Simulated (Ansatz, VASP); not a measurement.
## Two plane-wave programs on Ca

```xyz
1
Lattice="0.0000 2.7942 2.7942 2.8221 0.0000 2.7942 2.8221 2.7942 0.0000" Properties=species:S:1:pos:R:3 pbc="T T T"
Ca    0.0000    0.0000    0.0000
```

Change from the starting cell: strain +0.0100 x Voigt [1, 0, 0, 0, 0, 0], atoms carried along.

Alike in both runs: task single point; functional PBEsol; k mesh 14 × 14 × 14; occupations gaussian, width 0.15 eV; no spin polarisation.

|  | VASP | Ansatz |
| --- | --- | --- |
| version | VASP 6.6.1 | Ansatz 0.2.0 |
| potentials or method | VASP PAW PBE potentials, release 64 (Ca_sv), cutoff 520 eV | scalar-relativistic, plane waves, PAW |
| valence electrons in the cell | 10 | 10 |

```tsv
	VASP	Ansatz	Ansatz less VASP
gap on the k mesh at the Fermi level (eV)	none	none	-
pressure (GPa)	-1.3	-1.3	+0.01
traceless stress, the component that is largest in VASP (GPa)	-0.05	-0.05	0.000
```

VASP's potentials were made for PBE, not for PBEsol. A gap of «none» marks a metal or a gap that the smearing closes.
